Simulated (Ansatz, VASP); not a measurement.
**C: VASP beside Ansatz**

```
C
1.0
     2.12732   -1.22828    0.00000
     2.12732    1.22828    0.00000
    -1.37907    0.00000    3.50283
C
2
Direct
  0.16664 0.16664 0.99991
  0.83336 0.83336 0.00009
```

Alike in both runs: task single point; functional r2SCAN; k mesh 7 × 7 × 4; occupations fermi-dirac, width 0.05 eV; no spin polarisation.

|  | VASP | Ansatz |
| --- | --- | --- |
| version | VASP 6.6.1 | Ansatz 0.2.0 |
| potentials or method | VASP PAW PBE potentials, release 64 (C) | Ansatz PAW |
| plane-wave cutoff (eV) | 520 | 500 |
| valence electrons in the cell | 8 | 8 |

Ansatz gave:

* gap on the k mesh at the Fermi level (eV): 2.45
* least direct gap on the mesh (eV): 2.47
* pressure (GPa): -0.2
* traceless stress, the component that is largest in VASP (GPa): 0.61
* rms of the force components (eV/Å): 0.008

Task: What did VASP give for the same quantities?

Result: gap on the k mesh at the Fermi level (eV): 2.45; least direct gap on the mesh (eV): 2.47; pressure (GPa): 0.4; traceless stress, the component that is largest in VASP (GPa): -0.15; rms of the force components (eV/Å): 0.008.

VASP's potentials were made for PBE, not for r2SCAN. Atom by atom the forces differ by 0.000 eV/Å (rms over components). With one functional, cell and mesh, what is left measures potentials, basis and numerics.

The k mesh is coarse, so the values compare programs but aren't converged. Noted on Ansatz's run: odd divisions of the mesh miss points on the zone boundary, where band edges often lie, so the gap on the mesh can be too wide.
